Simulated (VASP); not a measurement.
Set up this calculation in VASP 6.6.1, as the native input.

| Property | Result |
| --- | --- |
| Task | single point |
| Functional | LDA |
| Potentials or basis | VASP PAW LDA potentials, release 64 (W_sv) |
| Cutoff | 500 eV |
| k mesh | 16 × 16 × 12 |
| Occupations | gaussian, width 0.15 eV |
| Spin | no spin polarisation |
| Dipole correction | no |
| Further INCAR settings | ALGO = Normal; EDIFF = 1e-06; NBANDS = 21 |

The structure of W lies in POSCAR:

```
W
1.0
    0.0000000000     -1.9864787844     -1.9864787844
    0.0000000000      1.9864787844     -1.9864787844
    3.9729575688      0.0000000000      0.0000000000
W
2
Direct
    0.5101687469      0.4898312531      0.5000000000
   -0.0101687469      0.0101687469      0.0000000000
```

This cell differs from its parent crystal: atoms displaced along a vibrational mode.

These files were run (other wordings do the same):

INCAR

```
SYSTEM = W
ALGO     = Normal         ! electronic algorithm
EDIFF    = 1E-6           ! SCF threshold, eV
ENCUT    = 500            ! plane-wave cutoff, eV
GGA_COMPAT= .FALSE.      
ISIF     = 2              ! what is computed and relaxed
ISMEAR   = 0              ! smearing method
LASPH    = .TRUE.         ! aspherical terms in the spheres
LCHARG   = .FALSE.        ! write CHGCAR
LREAL    = .FALSE.        ! projectors in reciprocal space
LWAVE    = .FALSE.        ! write WAVECAR
NBANDS   = 21             ! bands
NELM     = 120            ! most SCF steps
PREC     = Accurate       ! precision mode
SIGMA    = 0.15           ! smearing width, eV
```

KPOINTS

```
k-points
0
G
  16 16 12
  0 0 0
```

Potentials or basis: VASP PAW LDA potentials, release 64 (W_sv).

Run with:

```sh
$ cat potpaw_LDA.64/W_sv/POTCAR > POTCAR
$ mpirun -np 1 vasp_std > vasp.out
```

It gave:

```yaml
Pressure: 2.0 GPa
Largest_force: 0.307 eV/Å
Band_gap_on_the_k_mesh: zero (bands 14 and 15 overlap by 3.88 eV)
```

Caveat: the cell differs from its parent crystal (atoms displaced along a vibrational mode); spin-orbit coupling is left out, which moves the levels of the heavy elements.

It took 3.9 min on 1 thread of Intel Xeon 8259CL, on a shared host, peak memory 0.33 GiB.
